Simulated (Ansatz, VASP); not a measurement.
BAs2: VASP beside Ansatz

```xyz
3
Lattice="3.7433 0.0000 0.0000 0.0000 3.8551 0.0000 0.0000 0.0000 4.7220" Properties=species:S:1:pos:R:3 pbc="T T T"
B     1.8717    1.9275    2.3610
As    0.0000    0.0000    2.3610
As    1.8717    0.0000    0.0000
```

Alike in both runs: task single point; functional PBE; k mesh 4 × 4 × 4; occupations gaussian, width 0.1 eV; no spin polarisation.

|  | VASP | Ansatz |
| --- | --- | --- |
| version | VASP 6.6.1 | Ansatz 0.2.0 |
| potentials or method | VASP PAW PBE potentials, release 64 (B, As), cutoff 520 eV | scalar-relativistic, plane waves, PAW |
| valence electrons in the cell | 13 | 33 |

```csv
,VASP,Ansatz,Ansatz less VASP
gap on the k mesh at the Fermi level (eV),none,none,-
pressure (GPa),-14.0,-14.0,0.00
"traceless stress, the component that is largest in VASP (GPa)",-2.37,-2.37,-0.006
```

A gap of «none» marks a metal or a gap that the smearing closes. The functional is the same, so the differences come from potentials, cutoffs and numerics. VASP's potentials hold 13 valence electrons a cell and Ansatz's 33, so a difference there can come from the potentials and not from the codes.

The k mesh is coarse, so the values compare programs but aren't converged.
